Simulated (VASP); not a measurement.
# AgBr (Fm-3m) in VASP: single point with r2SCAN

Aim: the single point of AgBr with r2SCAN.

All numbers are computed with VASP 6.6.1; they aren't measurements. Logs are shortened: lines on timing, memory, paths and dates and some standing lists are left out, and cuts for length are marked.

### Step 1. The cell of the first run

It takes space group Fm-3m (No. 225, cubic). Conventional cell: a = 5.793 Å, b = 5.793 Å, c = 5.793 Å, α = 90.00°, β = 90.00°, γ = 90.00°. Within 3.8 Å of Ag (site symmetry m-3m) lie 6 Br at 2.90 Å. Br (site symmetry m-3m) has 6 Ag at 2.90 Å within 3.8 Å.

### Step 2. Single point, r2SCAN

Input file POSCAR:

```
AgBr
1.0
    0.0000000000      2.8965500300      2.8965500300
    2.8965500300      0.0000000000      2.8965500300
    2.8965500300      2.8965500300      0.0000000000
Ag Br
1 1
Direct
    0.0000000000      0.0000000000      0.0000000000
    0.5000000000      0.5000000000      0.5000000000
```

Input file INCAR.step1:

```
SYSTEM = AgBr
  PREC = Accurate
  ENCUT = 550
  ISMEAR = 1
  SIGMA = 0.1542
  LREAL = .False.
  LASPH = .True.
  NELM = 120
  NBANDS = 16
  GGA = PE
  ALGO = Normal
  EDIFF = 1E-5
  LWAVE = .True.
  LCHARG = .False.
  GGA_COMPAT = .False.
```

Input file INCAR.step2:

```
SYSTEM = AgBr
  PREC = Accurate
  ENCUT = 550
  EDIFF = 1E-6
  ISMEAR = 1
  SIGMA = 0.1542
  LREAL = .False.
  LASPH = .True.
  NELM = 120
  ALGO = Normal
  ISIF = 2
  LWAVE = .False.
  LCHARG = .True.
  METAGGA = R2SCAN
  LMIXTAU = .True.
  LELF = .True.
  LVHAR = .True.
  NBANDS = 16
  ISTART = 1
  GGA_COMPAT = .False.
```

Input file KPOINTS:

```
regular mesh
0
Gamma
  8 8 8
  0 0 0
```

Potentials or basis: VASP PAW PBE potentials, release 64 (Ag, Br).

The run is started by

```console
$ cat potpaw_PBE.64/Ag/POTCAR potpaw_PBE.64/Br/POTCAR > POTCAR
$ cp INCAR.step1 INCAR
$ mpirun -np 1 vasp_std > vasp.out
$ cp INCAR.step2 INCAR
$ mpirun -np 1 vasp_std > vasp.out
```

OUTCAR:

```text
SYSTEM = AgBr
   PREC = Accurate
   ENCUT = 550
   EDIFF = 1E-6
   ISMEAR = 1
   LREAL = .False.
   LASPH = .True.
   NELM = 120
   ISIF = 2
   METAGGA = R2SCAN
   ISTART = 1

 ion  position               nearest neighbor table
   1  0.000  0.000  0.000-   2 2.90   2 2.90   2 2.90   2 2.90   2 2.90   2 2.90
   2  0.500  0.500  0.500-   1 2.90   1 2.90   1 2.90   1 2.90   1 2.90   1 2.90

  LATTYP: Found a face centered cubic cell.
 ALAT       =     5.7931000600

  Lattice vectors:

 A1 = (   0.0000000000,   2.8965500300,   2.8965500300)
 A2 = (   2.8965500300,   0.0000000000,   2.8965500300)
 A3 = (   2.8965500300,   2.8965500300,   0.0000000000)

Analysis of symmetry for initial positions (statically):
=====================================================================
 Subroutine PRICEL returns:
 Original cell was already a primitive cell.

 Routine SETGRP: Setting up the symmetry group for a
 face centered cubic supercell.

 Subroutine GETGRP returns: Found 48 space group operations
 (whereof 48 operations were pure point group operations)
 out of a pool of 48 trial point group operations.

The static configuration has the point symmetry O_h .

Analysis of symmetry for dynamics (positions and initial velocities):
=====================================================================
 Subroutine PRICEL returns:
 Original cell was already a primitive cell.

 Routine SETGRP: Setting up the symmetry group for a
 face centered cubic supercell.

 Subroutine GETGRP returns: Found 48 space group operations
 (whereof 48 operations were pure point group operations)
 out of a pool of 48 trial point group operations.

The dynamic configuration has the point symmetry O_h .

 Subroutine INISYM returns: Found 48 space group operations
 (whereof 48 operations are pure point group operations),
 and found     1 'primitive' translations

----------------------------------------------------------------------------------------

                                     Primitive cell

  volume of cell :      48.6041

  direct lattice vectors                    reciprocal lattice vectors
     0.000000000  2.896550030  2.896550030    -0.172619149  0.172619149  0.172619149
     2.896550030  0.000000000  2.896550030     0.172619149 -0.172619149  0.172619149
     2.896550030  2.896550030  0.000000000     0.172619149  0.172619149 -0.172619149

  length of vectors
     4.096340337  4.096340337  4.096340337     0.298985136  0.298985136  0.298985136

  position of ions in fractional coordinates (direct lattice)
     0.000000000  0.000000000  0.000000000
     0.500000000  0.500000000  0.500000000
[... 79 lines left out ...]
   EDIFFG = 0.1E-04   stopping-criterion for IOM
   NSW    =      0    number of steps for IOM
   IBRION =     -1    ionic relax: 0-MD 1-quasi-New 2-CG
   NFREE  =      0    steps in history (QN), initial steepest desc. (CG)
   ISIF   =      2    stress and relaxation
   ISYM   =      2    0-nonsym 1-usesym 2-fastsym
   POTIM  = 0.5000    time-step for ionic-motion
   TEBEG  =    0.0;   TEEND  =   0.0 temperature during run
   PSTRESS=    0.0 pullay stress
   NELECT =      18.0000    total number of electrons
   NUPDOWN=      -1.0000    fix difference up-down
   EMIN   =  10.00;   EMAX   =-10.00  energy-range for DOS
   EFERMI =   0.00;   METHOD = LEGACY
   ISMEAR =     1;   SIGMA  =   0.15  broadening in eV -4-tet -1-fermi 0-gaus
   EFERMI_NEDOS =   21; number of points for ismear=-14 and -15
   IALGO  =     38    algorithm
   IMIX   =      4    mixing-type and parameters
     AMIX     =   0.40;   BMIX     =  1.00
     AMIX_MAG =   1.60;   BMIX_MAG =  1.00
  volume/ion in A,a.u.               =      24.30       164.00
  Fermi-wavevector in a.u.,A,eV,Ry     =   1.175641  2.221639 18.805036  1.382131
  Thomas-Fermi vector in A             =   2.312018
   LORBIT       =      0    0 simple, 1 ext, 2 COOP (PROOUT), +10 PAW based schemes
   METAGGA = R2SCAN    functional components
   LHFCALC =     F    Hartree Fock is set to
   AEXX    =    0.0000 exact exchange contribution
   IVDW    =     0    specifies the selected vdW correction
   LEPSILON=     F    determine dielectric tensor
   LRPA    =     F    only Hartree local field effects (RPA)
 non-spin polarized calculation
 Methfessel and Paxton  Order N= 1 SIGMA  =   0.15
  energy-cutoff  :      550.00
  volume of cell :       48.60
 maximum number of plane-waves:      1436
   NGX = 15   NGY = 15   NGZ = 15

 number of electron      17.9999999 magnetization

 Free energy of the ion-electron system (eV)
  ---------------------------------------------------
  ext. energy  EPLUGINS =         0.00000000
  ---------------------------------------------------
  free energy    TOTEN  =       -35.51348041 eV

  energy without entropy =      -35.51478751  energy(sigma->0) =      -35.51391611

 E-fermi :   3.0656     XC(G=0): -10.2226

 val. band max:        2.9835956004   @ k =   0.5000   0.0000   0.0000
 cond. band min:       4.2297764751   @ k =   0.0000   0.0000   0.0000
 fundamental gap:      1.2461808747
 Fermi energy:         3.0655590047

 k-point     1 :       0.0000    0.0000    0.0000
  band No.  band energies     occupation
      1     -12.4432      2.00000
      2       0.3202      2.00000
      3       0.3202      2.00000
      4       0.3202      2.00000
      5       0.3277      2.00000
      6       0.3277      2.00000
[... 433 lines left out ...]
      3      -1.0004      2.00000
      4      -0.9776      2.00000
      5       0.5574      2.00000
      6       0.6077      2.00000
[... 8 lines left out ...]
     15      16.2194      0.00000
     16      17.9469      0.00000

 [... further k-points ...]

------------------------ aborting loop because EDIFF is reached ----------------------------------------

  FORCE on cell =-STRESS in cart. coord.  units (eV):
  Direction    XX          YY          ZZ          XY          YZ          ZX
  --------------------------------------------------------------------------------------
  -------------------------------------------------------------------------------------
  Total       -0.0744559     -0.0744559     -0.0744559     -0.0000000     -0.0000000      0.0000000
  in kB       -2.4543517     -2.4543517     -2.4543517     -0.0000000     -0.0000000      0.0000000
  external PRESSURE =      -2.4543517 kB  Pullay stress =       0.0000000 kB

 VOLUME and BASIS-vectors are now :
 -----------------------------------------------------------------------------
  energy-cutoff  :      550.00
  volume of cell :       48.60
      direct lattice vectors                 reciprocal lattice vectors
     0.000000000  2.896550030  2.896550030    -0.172619149  0.172619149  0.172619149
     2.896550030  0.000000000  2.896550030     0.172619149 -0.172619149  0.172619149
     2.896550030  2.896550030  0.000000000     0.172619149  0.172619149 -0.172619149

 POSITION                                       TOTAL-FORCE (eV/Angst)
 -----------------------------------------------------------------------------------
      0.00000      0.00000      0.00000         0.000000     -0.000000      0.000000
      2.89655      2.89655      2.89655        -0.000000      0.000000     -0.000000
 -----------------------------------------------------------------------------------
    total drift:                                0.000000     -0.000000     -0.000000

  FREE ENERGIE OF THE ION-ELECTRON SYSTEM (eV)
  ---------------------------------------------------
  free  energy   TOTEN  =       -35.5134804133 eV

  energy  without entropy=      -35.5147875135  energy(sigma->0) =      -35.51391611
```

OUTCAR.step1:

```text
SYSTEM = AgBr
   PREC = Accurate
   ENCUT = 550
   ISMEAR = 1
   LREAL = .False.
   LASPH = .True.
[... 677 lines left out ...]
      0.00000      0.00000      0.00000        -0.000000     -0.000000     -0.000000
      2.89655      2.89655      2.89655         0.000000      0.000000      0.000000
 -----------------------------------------------------------------------------------
    total drift:                                0.000000     -0.000000     -0.000000

  FREE ENERGIE OF THE ION-ELECTRON SYSTEM (eV)
  ---------------------------------------------------
  free  energy   TOTEN  =        -4.9956222188 eV

  energy  without entropy=       -4.9969603837  energy(sigma->0) =       -4.99606827
```

Run time: 58 s. Hardware: 1 thread of Intel Xeon 6975P-C, shared host; peak memory 0.2 GiB.

Results:

| Property | Result |
| --- | --- |
| Free energy | -35.5135 eV |
| Pressure | -0.2 GPa |
| Band gap on the k mesh | 1.25 eV, indirect (least direct gap 3.17 eV) |

Levels at points of the mesh, in eV from the valence-band top:
```csv
k point,band 6,band 7,band 8,band 9,band 10,band 11,band 12,band 13
"(0.00, 0.00, 0.00)",-2.66,-1.93,-1.93,-1.93,1.25,10.42,10.42,10.42
"(0.50, 0.00, 0.00)",-2.38,-2.05,0.00,0.00,4.32,7.06,7.42,7.42
"(0.50, 0.50, 0.00)",-2.51,-2.29,-2.29,-2.18,2.20,7.46,9.60,11.75
```

Caveat: the PAW data sets were made with another functional, which shifts forces and pressure a little. r2SCAN opens gaps a little over a GGA but as a rule still falls short of measured ones.
